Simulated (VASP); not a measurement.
A run of VASP 6.6.1 is set up as follows.

File INCAR:

```
PREC = Accurate
ENCUT = 520
EDIFF = 1E-6
ISMEAR = 1
SIGMA = 0.01
LREAL = F
LASPH = T
NELM = 80
ALGO = Normal
ISIF = 2
LWAVE = F
LCHARG = T
GGA = CA
LELF = T
LVHAR = T
NBANDS = 12
```

KPOINTS

```
regular mesh
0
Gamma
  15 15 15
```

Contents of POSCAR:

```
V
1.0
   -1.4636513664      1.4636513664      1.4636513664
    1.4636513664     -1.4636513664      1.4636513664
    1.4636513664      1.4636513664     -1.4636513664
V
1
Direct
    0.0000000000      0.0000000000      0.0000000000
```

Potentials or basis: VASP PAW LDA potentials, release 64 (V_sv).

Run with:

```sh
$ cat potpaw_LDA.64/V_sv/POTCAR > POTCAR
$ mpirun -np 1 vasp_std > vasp.out
```

(1) Predict the pressure.

Answers

(1) 0.1 GPa.
